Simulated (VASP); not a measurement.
# Al (P6_3/mmc) in VASP: notebook

Runs on Al. Level: PBE+D3(BJ). Tasks: single point.

Everything below comes from runs of VASP 6.6.1. Logs are shortened: lines on timing, memory, paths and dates and some standing lists are left out, and cuts for length are marked.

**1. The cell of the first run**

It takes space group P6_3/mmc (No. 194, hexagonal). The conventional cell has a = 2.860 Å, b = 2.860 Å, c = 4.620 Å, α = 90.00°, β = 90.00°, γ = 120.00°. Within 3.7 Å of Al (site symmetry -6m2) lie 12 Al at 2.84 to 2.86 Å.

**2. Single point, PBE+D3(BJ) (biaxial strain in the a-b plane: +2.0 %)**

Contents of INCAR:

```
  ALGO = Normal
  EDIFF = 1E-7
  ENCUT = 520
  GGA = PE
  ISIF = 2
  ISMEAR = 0
  IVDW = 12
  LASPH = T
  LCHARG = T
  LELF = T
  LREAL = F
  LVHAR = T
  LWAVE = F
  NBANDS = 10
  NELM = 80
  PREC = Accurate
  SIGMA = 0.1
```

Contents of KPOINTS:

```
k-points
0
Gamma
  24 24 12
```

Contents of POSCAR:

```
Al
1.0
    2.8599001185      0.0000000000      0.0000000000
   -1.4299500592      2.4767461549      0.0000000000
    0.0000000000      0.0000000000      4.6202816179
Al
2
Direct
    0.6666666667      0.3333333333      0.7500000000
    0.3333333333      0.6666666667      0.2500000000
```

Potentials or basis: VASP PAW PBE potentials, release 64 (Al).

On the command line:

```console
cat potpaw_PBE.64/Al/POTCAR > POTCAR
mpirun -np 1 vasp_std > vasp.out
```

OUTCAR:

```text
EDIFF = 1E-7
   ENCUT = 520
   GGA = PE
   ISIF = 2
   ISMEAR = 0
   IVDW = 12
   LASPH = T
   LREAL = F
   NELM = 80
   PREC = Accurate
 IVDW          = 12

 ion  position               nearest neighbor table
   1  0.667  0.333  0.750-   2 2.84   2 2.84   2 2.84   2 2.84   2 2.84   2 2.84
   2  0.333  0.667  0.250-   1 2.84   1 2.84   1 2.84   1 2.84   1 2.84   1 2.84

  LATTYP: Found a hexagonal cell.
 ALAT       =     2.8599001185
 C/A-ratio  =     1.6155395036

  Lattice vectors:

 A1 = (   2.8599001185,   0.0000000000,   0.0000000000)
 A2 = (  -1.4299500592,   2.4767461549,   0.0000000000)
 A3 = (   0.0000000000,   0.0000000000,   4.6202816179)

Analysis of symmetry for initial positions (statically):
=====================================================================
 Subroutine PRICEL returns:
 Original cell was already a primitive cell.

 Routine SETGRP: Setting up the symmetry group for a
 hexagonal supercell.

 Subroutine GETGRP returns: Found 24 space group operations
 (whereof 12 operations were pure point group operations)
 out of a pool of 24 trial point group operations.

The static configuration has the point symmetry D_3d.
 The point group associated with its full space group is D_6h.

Analysis of symmetry for dynamics (positions and initial velocities):
=====================================================================
 Subroutine PRICEL returns:
 Original cell was already a primitive cell.

 Routine SETGRP: Setting up the symmetry group for a
 hexagonal supercell.

 Subroutine GETGRP returns: Found 24 space group operations
 (whereof 12 operations were pure point group operations)
 out of a pool of 24 trial point group operations.

The dynamic configuration has the point symmetry D_3d.
 The point group associated with its full space group is D_6h.

 Subroutine INISYM returns: Found 24 space group operations
 (whereof 12 operations are pure point group operations),
 and found     1 'primitive' translations

----------------------------------------------------------------------------------------

                                     Primitive cell

  volume of cell :      32.7266

  direct lattice vectors                    reciprocal lattice vectors
     2.859900119  0.000000000  0.000000000     0.349662561  0.201877774  0.000000000
    -1.429950059  2.476746155  0.000000000     0.000000000  0.403755548  0.000000000
     0.000000000  0.000000000  4.620281618     0.000000000  0.000000000  0.216437023

  length of vectors
     2.859900119  2.859900118  4.620281618     0.403755548  0.403755548  0.216437023

  position of ions in fractional coordinates (direct lattice)
     0.666666667  0.333333333  0.750000000
     0.333333333  0.666666667  0.250000000

  ion indices of the primitive-cell ions
   primitive index   ion index
                 1           1
                 2           2

----------------------------------------------------------------------------------------

 KPOINTS: k-points

Automatic generation of k-mesh.
 Grid dimensions read from file:
 generate k-points for:   24   24   12

 Generating k-lattice:

  Cartesian coordinates                     Fractional coordinates (reciprocal lattice)
     0.014569273  0.008411574  0.000000000     0.041666667 -0.000000000  0.000000000
     0.000000000  0.016823148  0.000000000     0.000000000  0.041666667  0.000000000
     0.000000000  0.000000000  0.018036419     0.000000000  0.000000000  0.083333333

  Length of vectors
     0.016823148  0.016823148  0.018036419

  Shift w.r.t. Gamma in fractional coordinates (k-lattice)
     0.000000000  0.000000000  0.000000000

 Subroutine IBZKPT returns following result:
 ===========================================

 Found    427 irreducible k-points:

 Following reciprocal coordinates:
            Coordinates               Weight
  0.000000  0.000000  0.000000      1.000000
  0.041667 -0.000000  0.000000      6.000000
  0.083333 -0.000000  0.000000      6.000000
  0.125000 -0.000000  0.000000      6.000000
  0.166667 -0.000000  0.000000      6.000000
  0.208333  0.000000  0.000000      6.000000
[... 16 lines left out ...]
  0.416667  0.041667  0.000000     12.000000
  0.458333  0.041667  0.000000     12.000000
 [... further k-points ...]
   k-points           NKPTS =    427   k-points in BZ     NKDIM =    427   number of bands    NBANDS=     10
   number of dos      NEDOS =    301   number of ions     NIONS =      2
   total plane-waves  NPLWV =  20736
   dimension x,y,z NGX =    24 NGY =   24 NGZ =   36
   dimension x,y,z NGXF=    48 NGYF=   48 NGZF=   72
   ions per type =               2
   NGX,Y,Z   is equivalent  to a cutoff of  13.95, 13.95, 12.95 a.u.
   NGXF,Y,Z  is equivalent  to a cutoff of  27.90, 27.90, 25.91 a.u.
 SYSTEM =  unknown system
   PREC   = accura    normal or accurate (medium, high low for compatibility)
   ISTART =      0    job   : 0-new  1-cont  2-samecut
   ICHARG =      2    charge: 1-file 2-atom 10-const
   ISPIN  =      1    spin polarized calculation?
   LNONCOLLINEAR =      F non collinear calculations
   LSORBIT =      F    spin-orbit coupling
   LASPH  =      T    aspherical Exc in radial PAW
   ENCUT  =  520.0 eV  38.22 Ry    6.18 a.u.   5.32  5.32  8.59*2*pi/ulx,y,z
   NELM   =     80;   NELMIN=  2; NELMDL= -5     # of ELM steps
   EDIFF  = 0.1E-06   stopping-criterion for ELM
   LREAL  =      F    real-space projection
   EDIFFG = 0.1E-05   stopping-criterion for IOM
   NSW    =      0    number of steps for IOM
   IBRION =     -1    ionic relax: 0-MD 1-quasi-New 2-CG
   NFREE  =      0    steps in history (QN), initial steepest desc. (CG)
   ISIF   =      2    stress and relaxation
   ISYM   =      2    0-nonsym 1-usesym 2-fastsym
   POTIM  = 0.5000    time-step for ionic-motion
   TEBEG  =    0.0;   TEEND  =   0.0 temperature during run
   PSTRESS=    0.0 pullay stress
   NELECT =       6.0000    total number of electrons
   NUPDOWN=      -1.0000    fix difference up-down
   EMIN   =  10.00;   EMAX   =-10.00  energy-range for DOS
   EFERMI =   0.00;   METHOD = LEGACY
   ISMEAR =     0;   SIGMA  =   0.10  broadening in eV -4-tet -1-fermi 0-gaus
   EFERMI_NEDOS =   21; number of points for ismear=-14 and -15
   IALGO  =     38    algorithm
   IMIX   =      4    mixing-type and parameters
     AMIX     =   0.40;   BMIX     =  1.00
     AMIX_MAG =   1.60;   BMIX_MAG =  1.00
  volume/ion in A,a.u.               =      16.36       110.42
  Fermi-wavevector in a.u.,A,eV,Ry     =   0.930019  1.757480 11.768150  0.864935
  Thomas-Fermi vector in A             =   2.056363
   LORBIT       =      0    0 simple, 1 ext, 2 COOP (PROOUT), +10 PAW based schemes
   GGA     = PE    functional components
   LHFCALC =     F    Hartree Fock is set to
   AEXX    =    0.0000 exact exchange contribution
   IVDW    =    12    specifies the selected vdW correction
   LEPSILON=     F    determine dielectric tensor
   LRPA    =     F    only Hartree local field effects (RPA)
 non-spin polarized calculation
 Gauss-broadening in eV      SIGMA  =   0.10
  energy-cutoff  :      520.00
  volume of cell :       32.73
 maximum number of plane-waves:       899
 NGX is ok and might be reduce to    24
   NGX = 11   NGY = 11   NGZ = 17

 number of electron       6.0000000 magnetization

 Free energy of the ion-electron system (eV)
  ---------------------------------------------------
  ext. energy  EPLUGINS =         0.00000000
  ---------------------------------------------------
  free energy    TOTEN  =        -7.42553339 eV

  energy without entropy =       -7.42099666  energy(sigma->0) =       -7.42326503

 E-fermi :   8.0859     XC(G=0): -10.2283

 val. band max:        8.0827340806   @ k =   0.1250   0.0833   0.2500
 cond. band min:       8.0964467644   @ k =   0.3333   0.2917   0.4167
 fundamental gap:      0.0137126839
 Fermi energy:         8.0858947774

 k-point     1 :       0.0000    0.0000    0.0000
  band No.  band energies     occupation
      1      -3.1074      2.00000
      2       3.5217      2.00000
      3       3.8261      2.00000
      4      18.5473      0.00000
      5      18.5473      0.00000
      6      18.9797      0.00000
      7      18.9797      0.00000
      8      20.3493      0.00000
      9      22.0196      0.00000
     10      22.8297      0.00000

 k-point     2 :       0.0417   -0.0000    0.0000
  band No.  band energies     occupation
      1      -3.0655      2.00000
      2       3.5605      2.00000
      3       3.8670      2.00000
      4      17.5109      0.00000
      5      17.9072      0.00000
      6      18.9985      0.00000
      7      19.6919      0.00000
      8      20.8204      0.00000
      9      22.4305      0.00000
     10      22.6889      0.00000

 k-point     3 :       0.0833   -0.0000    0.0000
  band No.  band energies     occupation
      1      -2.9400      2.00000
      2       3.6768      2.00000
      3       3.9894      2.00000
      4      16.0042      0.00000
      5      17.1636      0.00000
      6      18.5153      0.00000
      7      20.6501      0.00000
      8      21.2469      0.00000
      9      21.7904      0.00000
     10      22.2067      0.00000

 k-point     4 :       0.1250   -0.0000    0.0000
  band No.  band energies     occupation
      1      -2.7310      2.00000
      2       3.8708      2.00000
      3       4.1925      2.00000
      4      14.4537      0.00000
      5      16.4842      0.00000
      6      17.8817      0.00000
      7      20.4138      0.00000
      8      20.4992      0.00000
      9      21.6528      0.00000
     10      22.2055      0.00000
[... 222 lines left out ...]
 k-point    22 :       0.3750    0.0417    0.0000
  band No.  band energies     occupation
      1       0.6511      2.00000
      2       5.3768      2.00000
      3       7.0383      2.00000
      4       7.6767      2.00000
      5      11.7992      0.00000
      6      11.9767      0.00000
      7      13.2954      0.00000
      8      16.3491      0.00000
      9      19.1293      0.00000
     10      19.2300      0.00000

 k-point    23 :       0.4167    0.0417    0.0000
  band No.  band energies     occupation
      1       1.4618      2.00000
      2       4.3312      2.00000
      3       7.7911      1.99997
      4       8.3710      0.00006
      5      10.7383      0.00000
      6      11.0573      0.00000
      7      13.0558      0.00000
      8      16.1822      0.00000
      9      18.9696      0.00000
     10      19.1016      0.00000

 k-point    24 :       0.4583    0.0417    0.0000
  band No.  band energies     occupation
      1       2.3410      2.00000
      2       3.3197      2.00000
      3       8.5384      0.00000
      4       9.1328      0.00000
      5       9.8367      0.00000
      6      10.1806      0.00000
      7      12.9519      0.00000
      8      16.0993      0.00000
      9      18.8897      0.00000
     10      19.0373      0.00000

 [... further k-points ...]

------------------------ aborting loop because EDIFF is reached ----------------------------------------

 Edisp (eV)   -0.67835

 E8    (eV) :    -0.3033

  FORCE on cell =-STRESS in cart. coord.  units (eV):
  Direction    XX          YY          ZZ          XY          YZ          ZX
  --------------------------------------------------------------------------------------
  -------------------------------------------------------------------------------------
  Total      -0.60560    -0.60560    -0.12494    -0.00000     0.00000     0.00000
  in kB     -29.64783   -29.64783    -6.11661    -0.00000     0.00000     0.00000
  external pressure =      -21.80 kB  Pullay stress =        0.00 kB

 VOLUME and BASIS-vectors are now :
 -----------------------------------------------------------------------------
  energy-cutoff  :      520.00
  volume of cell :       32.73
      direct lattice vectors                 reciprocal lattice vectors
     2.859900119  0.000000000  0.000000000     0.349662561  0.201877774  0.000000000
    -1.429950059  2.476746155  0.000000000     0.000000000  0.403755548  0.000000000
     0.000000000  0.000000000  4.620281618     0.000000000  0.000000000  0.216437023

 POSITION                                       TOTAL-FORCE (eV/Angst)
 -----------------------------------------------------------------------------------
      1.42995      0.82558      3.46521        -0.000000      0.000000      0.000000
     -0.00000      1.65116      1.15507         0.000000      0.000000      0.000000
 -----------------------------------------------------------------------------------
    total drift:                                0.000000     -0.000000     -0.000000

  FREE ENERGIE OF THE ION-ELECTRON SYSTEM (eV)
  ---------------------------------------------------
  free  energy   TOTEN  =        -8.1038883273 eV

  energy  without entropy=       -8.0993516053  energy(sigma->0) =       -8.10161997
```

Run time: 67 s. Hardware: 1 thread of Intel Xeon Platinum 8375C at 2.90GHz (Ice Lake), shared host; peak memory 0.24 GiB.

Results:

| Quantity | Value |
| --- | --- |
| Free energy | -8.1039 eV |
| Pressure | -2.2 GPa |
| Band gap on the k mesh | zero (band 3 reaches 12.49 eV, above the bottom of band 4 at 4.84 eV) |
| Dispersion energy per atom | -0.339 eV |

Caveat: the cell differs from its parent crystal (biaxial strain in the a-b plane: +2.0 %); pairwise dispersion overbinds metals, which lowers pressure and volume.

(Continued in part 2 of 2.)
